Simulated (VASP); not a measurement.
LaS, 2 atoms in the cell. Symmetry: Fm-3m, No. 225, cubic system. Conventional cell: a = 5.854 Å, b = 5.854 Å, c = 5.854 Å, α = 90.00°, β = 90.00°, γ = 90.00°. La (site symmetry m-3m) has 6 S at 2.93 Å within 3.9 Å. S (site symmetry m-3m) has 6 La at 2.93 Å within 3.9 Å. 

- Program: VASP 6.6.1
- Task: vibrations by perturbation theory
- Functional: PBEsol
- Potentials or basis: VASP PAW PBE potentials, release 64 (La, S)
- Cutoff: 520 eV
- k mesh: 5 × 5 × 5
- Occupations: fermi-dirac, width 0.1 eV
- Spin: no spin polarisation
- Dipole correction: no
- Further INCAR settings: ALGO = Normal; EDIFF = 1e-08; NBANDS = 16; IBRION = 8; NSW = 1

Potentials or basis: VASP PAW PBE potentials, release 64 (La, S).

Launch:

```bash
$ cat potpaw_PBE.64/La/POTCAR potpaw_PBE.64/S/POTCAR > POTCAR
$ mpirun -np 1 vasp_std > vasp.out
```

Hardware: 1 thread of Intel(R) Xeon(R) 6975P-C (Granite Rapids), on a shared host.

Problem. How long does it take, and how much memory?

Solution. Wall time 2.4 min on 1 thread of Intel(R) Xeon(R) 6975P-C (Granite Rapids), with other jobs on the host, peak memory 0.21 GiB. Counts: scf iterations 70, k points 10.
